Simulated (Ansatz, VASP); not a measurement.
## ScF3: VASP beside Ansatz

```xyz
4
Lattice="4.0125 0.0000 0.0000 0.0000 4.0125 0.0000 0.0000 0.0000 4.0125" Properties=species:S:1:pos:R:3 pbc="T T T"
Sc    0.1125    0.0000    0.0000
F     2.0062    0.0000    0.0000
F     0.0000    2.0062    0.0000
F     0.0000    0.0000    2.0062
```

Change from the starting cell: all Sc atoms moved +0.113 Å, as atom 1 along Cartesian [1 0 0].

Alike in both runs: task single point; functional LDA; k mesh 6 × 6 × 6; occupations gaussian, width 0.05 eV; no spin polarisation.

|  | VASP | Ansatz |
| --- | --- | --- |
| version | VASP 6.6.1 | Ansatz 0.2.0 |
| potentials or method | VASP PAW LDA potentials, release 64 (Sc_sv, F), cutoff 520 eV | scalar-relativistic, plane waves, PAW |
| valence electrons in the cell | 32 | 32 |

|  | VASP | Ansatz | Ansatz less VASP |
| --- | --- | --- | --- |
| gap on the k mesh at the Fermi level (eV) | 6.20 | 6.23 | +0.030 |
| least direct gap on the mesh (eV) | 6.76 | 6.79 | +0.034 |
| pressure (GPa) | -1.6 | -2.3 | -0.69 |
| traceless stress, the component that is largest in VASP (GPa) | 1.97 | 1.87 | -0.100 |
| rms of the force components (eV/Å) | 0.471 | 0.426 | -0.0449 |

LDA's correlation is that of Perdew and Zunger in VASP and of Perdew and Wang (1992) in Ansatz. Atom by atom the forces differ by 0.045 eV/Å (rms over components).
